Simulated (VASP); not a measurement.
CuAu (Tetraauricupride):

```
Cu Au
1.0
     2.87128    0.00000    0.00000
     0.00000    2.87128    0.00000
     0.00000    0.00000    3.64043
Cu Au
1 1
Direct
  0.50000 0.50000 0.50000
  0.00000 0.00000 0.00000
```

```yaml
Program: VASP 6.6.1
Task: relaxation of cell and atoms
Functional: PBE
Dispersion: D3(BJ)
Potentials_or_basis: VASP PAW PBE potentials, release 64 (Cu, Au)
Cutoff: 600 eV
k_mesh: 16 × 16 × 12
Occupations: gaussian, width 0.1 eV
Spin: no spin polarisation
```

At the start: pressure -6.5 GPa; volume 15.01 Å³/atom.

Task: Where does the relaxation end?

Result: Over 6 steps the energy falls by 14.2 meV/atom and the volume is 14.34 Å³/atom (-4.4 %); space group P4/mmm (No. 123, to 0.05 Å).

The path:
```
step  energy change (eV)  largest force (eV/Å)  pressure (GPa)  volume (Å³)
   1              0.0000                0.0000           -6.49        30.01
   2              0.0013                0.0000            8.09        27.45
   3             -0.0284                0.0000           -0.03        28.69
   4             -0.0284                0.0000            0.10        28.67
   5             -0.0284                0.0000           -0.07        28.70
   6             -0.0284                0.0000            0.01        28.69
```

Final structure:
```
Cu Au
1.0
     2.82835    0.00000    0.00000
     0.00000    2.82835    0.00000
     0.00000    0.00000    3.58602
Cu Au
1 1
Direct
  0.50000 0.50000 0.50000
  0.00000 0.00000 0.00000
```

Caveat: pairwise dispersion overbinds metals, which lowers pressure and volume.
